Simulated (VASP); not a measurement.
Here is a VASP 6.6.1 calculation.

The input INCAR:

```
SYSTEM = BeAs
PREC = Accurate
ENCUT = 520
EDIFF = 1E-6
ISMEAR = 0
SIGMA = 0.1
LREAL = .False.
LASPH = .True.
NELM = 100
ALGO = Normal
ISIF = 2
LWAVE = .False.
LCHARG = .True.
GGA = PE
LELF = .True.
LVHAR = .True.
NBANDS = 10
```

Contents of KPOINTS:

```
Automatic mesh
0
Gamma
  6 6 6
  0 0 0
```

The input POSCAR:

```
BeAs
1.0
    1.6777572321      0.9686535878      2.8882212227
   -1.6777572321      0.9686535878      2.8882212227
    0.0000000000     -1.9373071810      2.8882212209
Be As
1 1
Direct
    0.5000000000      0.5000000000      0.5000000000
    0.0000000000      0.0000000000      0.0000000000
```

Potentials or basis: VASP PAW PBE potentials, release 64 (Be, As).

Run with:

```sh
$ cat potpaw_PBE.64/Be/POTCAR potpaw_PBE.64/As/POTCAR > POTCAR
$ mpirun -np 1 vasp_std > vasp.out
```

Problem. Estimate the pressure.

Solution. 0.3 GPa.

Caveat: the k points lie up to 0.38 Å⁻¹ apart.
